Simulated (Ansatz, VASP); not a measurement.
LiF: VASP beside Ansatz

The input INCAR:

```
SYSTEM = LiF
PREC = Accurate
ENCUT = 520
EDIFF = 1E-6
ISMEAR = 0
SIGMA = 0.05
LREAL = .FALSE.
LASPH = .TRUE.
NELM = 80
ALGO = Normal
ISIF = 2
LWAVE = .FALSE.
LCHARG = .FALSE.
GGA = PE
NBANDS = 18
```

File KPOINTS:

```
regular mesh
0
G
  9 9 6
  0 0 0
```

The input POSCAR:

```
LiF
1.0
    2.9621434083      0.0000000000      0.0000000000
   -1.4810717041      2.5652914413      0.0000000000
    0.0000000000      0.0000000000      5.2403279037
Li F
2 2
Direct
    0.3333333333      0.6666666667      0.3810713234
    0.6666666667      0.3333333333      0.8810713234
    0.3333333333      0.6666666667      0.9939266766
    0.6666666667      0.3333333333      0.4939266766
```

Input for Ansatz:

```yaml
crystal:
  lattice:
    - [2.9621434083, 0.0, 0.0]
    - [-1.4810717041, 2.5652914413, 0.0]
    - [0.0, 0.0, 5.2403279037]
  atoms:
    - { symbol: Li, position: [0.3333333333, 0.6666666667, 0.3810713234] }
    - { symbol: Li, position: [0.6666666667, 0.3333333333, 0.8810713234] }
    - { symbol: F, position: [0.3333333333, 0.6666666667, 0.9939266766] }
    - { symbol: F, position: [0.6666666667, 0.3333333333, 0.4939266766] }
basis:
  ecutwfc: 520.0
kpoints:
  mp_grid: { grid: [9, 9, 6] }
hamiltonian:
  xc: pbe
scf:
  occupations: { method: gaussian, width: 0.05 }
output:
  forces: true
  stress: true
  eigenvalues: true
```

Alike in both runs: task single point; functional PBE; k mesh 9 × 9 × 6; occupations gaussian, width 0.05 eV; no spin polarisation.

|  | VASP | Ansatz |
| --- | --- | --- |
| version | VASP 6.6.1 | Ansatz 0.2.0 |
| potentials or method | VASP PAW PBE potentials, release 64 (Li_sv, F), cutoff 520 eV | scalar-relativistic, plane waves, PAW |
| valence electrons in the cell | 20 | 20 |

|  | VASP | Ansatz | Ansatz less VASP |
| --- | --- | --- | --- |
| gap on the k mesh at the Fermi level (eV) | 7.81 | 7.82 | +0.014 |
| least direct gap on the mesh (eV) | 7.81 | 7.82 | +0.014 |
| rms of the force components (eV/Å) | 0.187 | 0.175 | -0.0114 |

Atom by atom the forces differ by 0.011 eV/Å (rms over components).

Noted on VASP's run: the cutoff is short for stress, so the pressure is rough.
